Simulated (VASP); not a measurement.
Set up this calculation in VASP 6.6.1, as the native input.

| Item | Value |
| --- | --- |
| Task | single point |
| Functional | PBEsol |
| Potentials or basis | VASP PAW PBE potentials, release 64 (As, Se) |
| Cutoff | 520 eV |
| k mesh | 6 × 6 × 4 |
| Occupations | gaussian, width 0.1 eV |
| Spin | no spin polarisation |
| Dipole correction | no |
| Further INCAR settings | ALGO = Normal; EDIFF = 1e-06; NBANDS = 25 |

The structure of As2Se lies in POSCAR:

```
As2Se
1.0
   -3.4800018534      3.5698611133      2.7138155991
    3.4650551887     -3.5484554452      2.6654646872
    3.5467117958      3.6151653877     -2.6853447008
As Se
4 2
Direct
    0.8355842107      0.1169847537      0.7361899387
    0.3812144167      0.1323833428      0.2542506889
    0.8723221829      0.6409321473      0.7534716218
    0.8809949345      0.1285998075      0.2467674228
    0.4934291546      0.4786172632     -0.0251834135
    0.2223645900      0.7165762535      0.5090905786
```

The input as run:

INCAR

```
SYSTEM = As2Se
  ALGO = Normal
  EDIFF = 1E-6
  ENCUT = 520
  GGA = PS
  ISIF = 2
  ISMEAR = 0
  LASPH = .TRUE.
  LCHARG = .TRUE.
  LELF = .TRUE.
  LREAL = .FALSE.
  LVHAR = .TRUE.
  LWAVE = .FALSE.
  NBANDS = 25
  NELM = 100
  PREC = Accurate
  SIGMA = 0.1
```

KPOINTS

```
k-points
0
G
  6 6 4
  0 0 0
```

Potentials or basis: VASP PAW PBE potentials, release 64 (As, Se).

Command:

```console
$ cat potpaw_PBE.64/As/POTCAR potpaw_PBE.64/Se/POTCAR > POTCAR
$ mpirun -np 1 vasp_std > vasp.out
```

Results of the run:

```
Pressure               : -4.3 GPa
Largest force          : 0.982 eV/Å
Band gap on the k mesh : zero (band 16 reaches 4.63 eV, above the bottom of band 17 at 4.12 eV)
```

Caveat: the PAW data sets were made with another functional, which shifts forces and pressure a little.

Wall time 2.1 min on 1 thread of Intel(R) Xeon(R) 6975P-C (Granite Rapids) (shared host), peak memory 0.4 GiB.
